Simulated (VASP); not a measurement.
The system is HfB.

```
Hf B
1.0
     0.00000    2.31000    2.31000
     2.31000    0.00000    2.31000
     2.31000    2.31000    0.00000
Hf B
1 1
Direct
  0.50000 0.50000 0.50000
  0.00000 0.00000 0.00000
```

* Program: VASP 6.6.1
* Task: relaxation of cell and atoms
* Functional: PBEsol-based global hybrid with 25 % exact exchange
* Potentials or basis: VASP PAW PBE potentials, release 64 (Hf_pv, B)
* Cutoff: 600 eV
* k mesh: 5 × 5 × 5
* Occupations: fermi-dirac, width 0.05 eV
* Spin: no spin polarisation

At the start: pressure 24.4 GPa; volume 12.33 Å³/atom.

Where does the relaxation end?

Over 4 steps the energy falls by 94.9 meV/atom and the volume is 13.69 Å³/atom (+11.0 %); space group Fm-3m (No. 225, to 0.1 Å) before and after.

Step by step:
| step | energy change (eV) | largest force (eV/Å) | pressure (GPa) | volume (Å³) |
| --- | --- | --- | --- | --- |
| 1 | 0.0000 | 0.0000 | 24.36 | 24.65 |
| 2 | 0.1668 | 0.0000 | -21.88 | 31.96 |
| 3 | -0.1896 | 0.0000 | -0.80 | 27.48 |
| 4 | -0.1899 | 0.0000 | -0.09 | 27.37 |

Final structure:
```
Hf B
1.0
     0.00000    2.39207    2.39207
     2.39207    0.00000    2.39207
     2.39207    2.39207    0.00000
Hf B
1 1
Cartesian
  2.3921 2.3921 2.3921
  0.0000 0.0000 0.0000
```

Caveat: the k points lie up to 0.45 Å⁻¹ apart in the final cell, too coarse for converged energies and pressures of a metal; the PAW data sets were made with another functional, which shifts forces and pressure a little.
